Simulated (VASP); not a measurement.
# RbBr (P4/mmm) in VASP: settings compared

RbBr is run at these levels: PBE, r2SCAN, HSE06; tasks: single point.

All numbers are computed with VASP 6.6.1; they aren't measurements. Logs are shortened: lines on timing, memory, paths and dates and some standing lists are left out, and cuts for length are marked.

## 1. The cell of the first run

The structure is tetragonal, space group P4/mmm (No. 123). Conventional cell: a = 3.923 Å, b = 3.923 Å, c = 4.230 Å, α = 90.00°, β = 90.00°, γ = 90.00°. Within 4.6 Å of Rb (site symmetry 4/mmm) lie 8 Br at 3.49 Å and 6 Rb at 3.92 to 4.23 Å. Within 4.6 Å of Br (site symmetry 4/mmm) lie 8 Rb at 3.49 Å and 6 Br at 3.92 to 4.23 Å.

## 2. Single point, PBE (epitaxial xy strain -5.0%)

Contents of INCAR:

```
PREC = Accurate
ENCUT = 520
EDIFF = 1E-6
ISMEAR = -1
SIGMA = 0.02
LREAL = False
LASPH = True
NELM = 100
ALGO = Normal
ISIF = 2
LWAVE = False
LCHARG = False
GGA = PE
NBANDS = 15
```

Contents of KPOINTS:

```
regular mesh
0
Gamma
  6 6 6
```

Contents of POSCAR:

```
RbBr
1.0
    3.9231814902      0.0000000000      0.0000000000
    0.0000000000      3.9231814902      0.0000000000
    0.0000000000      0.0000000000      4.2302992332
Rb Br
1 1
Direct
    0.0000000000      0.0000000000      0.0000000000
    0.5000000000      0.5000000000      0.5000000000
```

Potentials or basis: VASP PAW PBE potentials, release 64 (Rb_sv, Br).

Started as:

```sh
$ cat potpaw_PBE.64/Rb_sv/POTCAR potpaw_PBE.64/Br/POTCAR > POTCAR
$ mpirun -np 1 vasp_std > vasp.out
```

OUTCAR:

```text
PREC = Accurate
   ENCUT = 520
   EDIFF = 1E-6
   ISMEAR = -1
   LREAL = False
   LASPH = True
   NELM = 100
   ISIF = 2
   GGA = PE

 ion  position               nearest neighbor table
   1  0.000  0.000  0.000-   2 3.49   2 3.49   2 3.49   2 3.49   2 3.49   2 3.49   2 3.49   2 3.49

   2  0.500  0.500  0.500-   1 3.49   1 3.49   1 3.49   1 3.49   1 3.49   1 3.49   1 3.49   1 3.49

  LATTYP: Found a simple tetragonal cell.
 ALAT       =     3.9231814902
 C/A-ratio  =     1.0782828283

  Lattice vectors:

 A1 = (   3.9231814902,   0.0000000000,   0.0000000000)
 A2 = (   0.0000000000,   3.9231814902,   0.0000000000)
 A3 = (   0.0000000000,   0.0000000000,   4.2302992332)

Analysis of symmetry for initial positions (statically):
=====================================================================
 Subroutine PRICEL returns:
 Original cell was already a primitive cell.

 Routine SETGRP: Setting up the symmetry group for a
 simple tetragonal supercell.

 Subroutine GETGRP returns: Found 16 space group operations
 (whereof 16 operations were pure point group operations)
 out of a pool of 16 trial point group operations.

The static configuration has the point symmetry D_4h.

Analysis of symmetry for dynamics (positions and initial velocities):
=====================================================================
 Subroutine PRICEL returns:
 Original cell was already a primitive cell.

 Routine SETGRP: Setting up the symmetry group for a
 simple tetragonal supercell.

 Subroutine GETGRP returns: Found 16 space group operations
 (whereof 16 operations were pure point group operations)
 out of a pool of 16 trial point group operations.

The dynamic configuration has the point symmetry D_4h.

 Subroutine INISYM returns: Found 16 space group operations
 (whereof 16 operations are pure point group operations),
 and found     1 'primitive' translations

----------------------------------------------------------------------------------------

                                     Primitive cell

  volume of cell :      65.1100

  direct lattice vectors                    reciprocal lattice vectors
     3.923181490  0.000000000  0.000000000     0.254895167  0.000000000  0.000000000
     0.000000000  3.923181490  0.000000000     0.000000000  0.254895167  0.000000000
     0.000000000  0.000000000  4.230299233     0.000000000  0.000000000  0.236389897

  length of vectors
     3.923181490  3.923181490  4.230299233     0.254895167  0.254895167  0.236389897

  position of ions in fractional coordinates (direct lattice)
     0.000000000  0.000000000  0.000000000
     0.500000000  0.500000000  0.500000000

  ion indices of the primitive-cell ions
   primitive index   ion index
                 1           1
                 2           2

----------------------------------------------------------------------------------------

 KPOINTS: regular mesh

Automatic generation of k-mesh.
 Grid dimensions read from file:
 generate k-points for:    6    6    6

 Generating k-lattice:

  Cartesian coordinates                     Fractional coordinates (reciprocal lattice)
     0.042482528  0.000000000  0.000000000     0.166666667  0.000000000  0.000000000
     0.000000000  0.042482528  0.000000000     0.000000000  0.166666667  0.000000000
     0.000000000  0.000000000  0.039398316     0.000000000  0.000000000  0.166666667

  Length of vectors
     0.042482528  0.042482528  0.039398316

  Shift w.r.t. Gamma in fractional coordinates (k-lattice)
     0.000000000  0.000000000  0.000000000

 Subroutine IBZKPT returns following result:
 ===========================================

 Found     40 irreducible k-points:

 Following reciprocal coordinates:
            Coordinates               Weight
  0.000000  0.000000  0.000000      1.000000
  0.166667  0.000000  0.000000      4.000000
  0.333333  0.000000  0.000000      4.000000
  0.500000  0.000000  0.000000      2.000000
  0.166667  0.166667  0.000000      4.000000
  0.333333  0.166667  0.000000      8.000000
[... 16 lines left out ...]
  0.333333  0.000000  0.333333      8.000000
  0.500000  0.000000  0.333333      4.000000
 [... further k-points ...]
   k-points           NKPTS =     40   k-points in BZ     NKDIM =     40   number of bands    NBANDS=     15
   number of dos      NEDOS =    301   number of ions     NIONS =      2
   total plane-waves  NPLWV =  28800
   dimension x,y,z NGX =    30 NGY =   30 NGZ =   32
   dimension x,y,z NGXF=    60 NGYF=   60 NGZF=   64
   ions per type =               1   1
   NGX,Y,Z   is equivalent  to a cutoff of  12.71, 12.71, 12.58 a.u.
   NGXF,Y,Z  is equivalent  to a cutoff of  25.43, 25.43, 25.15 a.u.
 SYSTEM =  unknown system
   PREC   = accura    normal or accurate (medium, high low for compatibility)
   ISTART =      0    job   : 0-new  1-cont  2-samecut
   ICHARG =      2    charge: 1-file 2-atom 10-const
   ISPIN  =      1    spin polarized calculation?
   LNONCOLLINEAR =      F non collinear calculations
   LSORBIT =      F    spin-orbit coupling
   LASPH  =      T    aspherical Exc in radial PAW
   ENCUT  =  520.0 eV  38.22 Ry    6.18 a.u.   7.29  7.29  7.87*2*pi/ulx,y,z
   NELM   =    100;   NELMIN=  2; NELMDL= -5     # of ELM steps
   EDIFF  = 0.1E-05   stopping-criterion for ELM
   LREAL  =      F    real-space projection
   EDIFFG = 0.1E-04   stopping-criterion for IOM
   NSW    =      0    number of steps for IOM
   IBRION =     -1    ionic relax: 0-MD 1-quasi-New 2-CG
   NFREE  =      0    steps in history (QN), initial steepest desc. (CG)
   ISIF   =      2    stress and relaxation
   ISYM   =      2    0-nonsym 1-usesym 2-fastsym
   POTIM  = 0.5000    time-step for ionic-motion
   TEBEG  =    0.0;   TEEND  =   0.0 temperature during run
   PSTRESS=    0.0 pullay stress
   NELECT =      16.0000    total number of electrons
   NUPDOWN=      -1.0000    fix difference up-down
   EMIN   =  10.00;   EMAX   =-10.00  energy-range for DOS
   EFERMI =   0.00;   METHOD = LEGACY
   ISMEAR =    -1;   SIGMA  =   0.02  broadening in eV -4-tet -1-fermi 0-gaus
   EFERMI_NEDOS =   21; number of points for ismear=-14 and -15
   IALGO  =     38    algorithm
   IMIX   =      4    mixing-type and parameters
     AMIX     =   0.40;   BMIX     =  1.00
     AMIX_MAG =   1.60;   BMIX_MAG =  1.00
  volume/ion in A,a.u.               =      32.56       219.69
  Fermi-wavevector in a.u.,A,eV,Ry     =   1.025413  1.937750 14.306146  1.051472
  Thomas-Fermi vector in A             =   2.159252
   LORBIT       =      0    0 simple, 1 ext, 2 COOP (PROOUT), +10 PAW based schemes
   GGA     = PE    functional components
[... 5 lines left out ...]
 non-spin polarized calculation
  energy-cutoff  :      520.00
  volume of cell :       65.11
 maximum number of plane-waves:      1772
 NGX is ok and might be reduce to    30
   NGX = 15   NGY = 15   NGZ = 15

 number of electron      16.0000001 magnetization

 Free energy of the ion-electron system (eV)
  ---------------------------------------------------
  ext. energy  EPLUGINS =         0.00000000
  ---------------------------------------------------
  free energy    TOTEN  =        -5.92001372 eV

  energy without entropy =       -5.92001372  energy(sigma->0) =       -5.92001372

 E-fermi :   0.3926     XC(G=0):  -8.2576

 val. band max:       -0.1259630700   @ k =   0.5000   0.0000   0.5000
 cond. band min:       4.0050111931   @ k =   0.0000   0.0000   0.0000
 fundamental gap:      4.1309742631
 Fermi energy:         0.3926377638

 k-point     1 :       0.0000    0.0000    0.0000
  band No.  band energies     occupation
      1     -25.3135      2.00000
      2     -13.0199      2.00000
      3      -9.3263      2.00000
      4      -9.2475      2.00000
      5      -9.2475      2.00000
      6      -0.6682      2.00000
      7      -0.2774      2.00000
      8      -0.2774      2.00000
      9       4.0050      0.00000
     10       5.1359      0.00000
     11       5.3449      0.00000
     12       9.6583      0.00000
     13       9.6583      0.00000
     14      10.3072      0.00000
     15      12.1591      0.00000

 k-point     2 :       0.1667    0.0000    0.0000
  band No.  band energies     occupation
      1     -25.3042      2.00000
      2     -13.0124      2.00000
      3      -9.3168      2.00000
      4      -9.3051      2.00000
      5      -9.2306      2.00000
      6      -0.9030      2.00000
      7      -0.7017      2.00000
      8      -0.2875      2.00000
      9       4.6557      0.00000
     10       5.4714      0.00000
     11       6.0611      0.00000
     12       9.4710      0.00000
     13       9.8429      0.00000
     14      10.0225      0.00000
     15      11.4232      0.00000

 k-point     3 :       0.3333    0.0000    0.0000
  band No.  band energies     occupation
      1     -25.2855      2.00000
      2     -13.0017      2.00000
      3      -9.4366      2.00000
      4      -9.2620      2.00000
      5      -9.1964      2.00000
      6      -1.8319      2.00000
      7      -0.7729      2.00000
      8      -0.3108      2.00000
      9       5.8412      0.00000
     10       6.3620      0.00000
     11       7.5132      0.00000
     12       9.3850      0.00000
     13       9.5504      0.00000
     14       9.7178      0.00000
     15      10.3131      0.00000
[... 343 lines left out ...]
 k-point    23 :       0.3333    0.0000    0.3333
  band No.  band energies     occupation
      1     -25.2742      2.00000
      2     -12.9098      2.00000
      3      -9.5997      2.00000
      4      -9.4133      2.00000
      5      -9.1743      2.00000
      6      -1.5488      2.00000
      7      -1.2300      2.00000
      8      -0.2301      2.00000
      9       5.6460      0.00000
     10       6.5432      0.00000
     11       8.3546      0.00000
     12       8.6356      0.00000
     13       9.0802      0.00000
     14       9.4216      0.00000
     15      10.8065      0.00000

 k-point    24 :       0.5000    0.0000    0.3333
  band No.  band energies     occupation
      1     -25.2653      2.00000
      2     -12.8555      2.00000
      3      -9.6840      2.00000
      4      -9.4863      2.00000
      5      -9.1603      2.00000
      6      -1.6868      2.00000
      7      -1.1988      2.00000
      8      -0.1779      2.00000
      9       5.4128      0.00000
     10       6.4541      0.00000
     11       8.2268      0.00000
     12       8.4613      0.00000
     13       9.2390      0.00000
     14      10.0559      0.00000
     15      11.7061      0.00000

 [... further k-points ...]
[... 5 lines left out ...]
  --------------------------------------------------------------------------------------
  -------------------------------------------------------------------------------------
  Total        1.3249791      1.3249791      0.3468180      0.0000000      0.0000000      0.0000000
  in kB       32.6040640     32.6040640      8.5342298      0.0000000      0.0000000      0.0000000
  external PRESSURE =      24.5807859 kB  Pullay stress =       0.0000000 kB

 VOLUME and BASIS-vectors are now :
 -----------------------------------------------------------------------------
  energy-cutoff  :      520.00
  volume of cell :       65.11
      direct lattice vectors                 reciprocal lattice vectors
     3.923181490  0.000000000  0.000000000     0.254895167  0.000000000  0.000000000
     0.000000000  3.923181490  0.000000000     0.000000000  0.254895167  0.000000000
     0.000000000  0.000000000  4.230299233     0.000000000  0.000000000  0.236389897

 POSITION                                       TOTAL-FORCE (eV/Angst)
 -----------------------------------------------------------------------------------
      0.00000      0.00000      0.00000         0.000000      0.000000      0.000000
      1.96159      1.96159      2.11515         0.000000      0.000000      0.000000
 -----------------------------------------------------------------------------------
    total drift:                                0.000000     -0.000000     -0.000000

  FREE ENERGIE OF THE ION-ELECTRON SYSTEM (eV)
  ---------------------------------------------------
  free  energy   TOTEN  =        -5.9200137217 eV

  energy  without entropy=       -5.9200137217  energy(sigma->0) =       -5.92001372
```

It took 28 s on 1 thread of Intel Xeon Platinum 8488C (Sapphire Rapids), shared host; peak memory 0.19 GiB.

What came out:

| Quantity | Value |
| --- | --- |
| Free energy | -5.9200 eV |
| Pressure | 2.5 GPa |
| Band gap on the k mesh | 4.13 eV, indirect (least direct gap 4.28 eV) |

Stress tensor (GPa, compression positive):
```
3.26 0.00 0.00
0.00 3.26 0.00
0.00 0.00 0.85
```

Levels at points of the mesh, in eV from the valence-band top:
```tsv
k point	band 4	band 5	band 6	band 7	band 8	band 9	band 10	band 11	band 12	band 13
(0.00, 0.00, 0.00)	-9.12	-9.12	-0.54	-0.15	-0.15	4.13	5.26	5.47	9.78	9.78
(0.50, 0.00, 0.00)	-9.11	-9.05	-2.09	-0.68	-0.20	6.73	7.31	8.14	8.61	9.74
(0.50, 0.50, 0.00)	-9.58	-9.06	-1.30	-1.30	-0.35	5.30	5.72	7.38	7.38	11.40
(0.00, 0.00, 0.50)	-9.08	-9.08	-2.05	-0.29	-0.29	6.61	7.27	7.51	8.68	10.35
(0.50, 0.00, 0.50)	-9.44	-9.03	-1.37	-1.18	0.00	5.13	6.32	8.00	8.26	11.02
(0.50, 0.50, 0.50)	-9.50	-9.31	-1.71	-1.71	-1.59	8.12	8.48	8.48	9.02	9.75
```

Caveat: the cell differs from its parent crystal (epitaxial xy strain -5.0%).

(Part 1 of 2 ends here.)
